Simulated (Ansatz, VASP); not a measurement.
Re in VASP and in Ansatz

INCAR

```
SYSTEM = Re
  ALGO = Normal
  EDIFF = 1E-6
  ENCUT = 520
  GGA = PS
  ISIF = 2
  ISMEAR = -1
  LASPH = .True.
  LCHARG = .False.
  LREAL = .False.
  LWAVE = .False.
  NBANDS = 18
  NELM = 100
  PREC = Accurate
  SIGMA = 0.05
```

The input KPOINTS:

```
k-points
0
Gamma
  15 15 15
  0 0 0
```

Contents of POSCAR:

```
Re
1.0
    1.3556718956      0.7826975339      6.5618634312
   -1.3556718956      0.7826975339      6.5618634312
    0.0000000000     -1.5653950678      6.5618634312
Re
3
Direct
    0.0000000000      0.0000000000      0.0000000000
    0.2221738800      0.2221738800      0.2221738800
    0.7778261200      0.7778261200      0.7778261200
```

Input for Ansatz:

```yaml
crystal:
  lattice:
    - [1.3556718956, 0.7826975339, 6.5618634312]
    - [-1.3556718956, 0.7826975339, 6.5618634312]
    - [0.0, -1.5653950678, 6.5618634312]
  atoms:
    - { symbol: Re, position: [0.0, 0.0, 0.0] }
    - { symbol: Re, position: [0.22217388, 0.22217388, 0.22217388] }
    - { symbol: Re, position: [0.77782612, 0.77782612, 0.77782612] }
kpoints:
  mp_grid: { grid: [15, 15, 15] }
  band_path:
    path:
      - [0.0, 0.0, 0.0]
      - [0.5, 0.5, 0.5]
      - [0.823848225, 0.176151775, 0.5]
      - [0.5, -0.176151775, 0.176151775]
      - [0.5, 0.0, 0.0]
      - [0.0, 0.0, 0.0]
      - [0.3380758875, -0.3380758875, 0.0]
      - [0.6619241125, 0.0, 0.3380758875]
      - [0.5, 0.0, 0.5]
    npoints: 5
scf:
  occupations: { method: fermi_dirac, width: 0.05 }
hamiltonian:
  xc: pbesol
  pseudopotentials: { kind: all_electron, lapw: { basis_error: 0.0005 } }
output:
  forces: true
  stress: true
  eigenvalues: true
```

Change from the starting cell: volume scaled by 0.94.

Alike in both runs: task single point; functional PBEsol; k mesh 15 × 15 × 15; occupations fermi-dirac, width 0.05 eV; no spin polarisation.

```csv
,VASP,Ansatz
version,VASP 6.6.1,Ansatz 0.2.0
potentials or method,"VASP PAW PBE potentials, release 64 (Re), cutoff 520 eV","all-electron LAPW, scalar-relativistic"
```

```tsv
	VASP	Ansatz	Ansatz less VASP
pressure (GPa)	19.8	19.3	-0.50
traceless stress, the component that is largest in VASP (GPa)	-0.73	-0.69	+0.046
rms of the force components (eV/Å)	0.025	0.026	+0.0008
```

VASP's potentials were made for PBE, not for PBEsol. Atom by atom the forces differ by 0.001 eV/Å (rms over components). Ansatz ran all-electron here, and VASP with PAW potentials.

Spin-orbit coupling is off throughout.
